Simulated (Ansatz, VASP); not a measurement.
**One calculation of Rh, two programs**

```
CELL_PARAMETERS angstrom
2.68884 0.00000 0.00000
-1.34442 2.32860 0.00000
0.00000 0.00000 4.32935
ATOMIC_POSITIONS crystal
Rh 0.66667 0.33333 0.75000
Rh 0.33333 0.66667 0.25000
```

Alike in both runs: functional PBEsol; k mesh 18 × 18 × 10; occupations gaussian, width 0.1 eV; no spin polarisation.

Ansatz relaxed the structure, and its values are those at the end. VASP's run is a single point on that final structure, the one shown.

```csv
,VASP,Ansatz
version,VASP 6.6.1,Ansatz 0.2.0
potentials or method,"VASP PAW PBE potentials, release 64 (Rh_pv), cutoff 520 eV","scalar-relativistic, plane waves, PAW"
valence electrons in the cell,30,34
```

```tsv
	VASP	Ansatz	Ansatz less VASP
gap on the k mesh at the Fermi level (eV)	none	none	-
pressure (GPa)	0.0	0.0	+0.04
```

VASP's potentials were made for PBE, not for PBEsol, and Ansatz warns of the same on its side. A gap of «none» marks a metal or a gap that the smearing closes. VASP's potentials hold 30 valence electrons a cell and Ansatz's 34, so a difference there can come from the potentials and not from the codes.
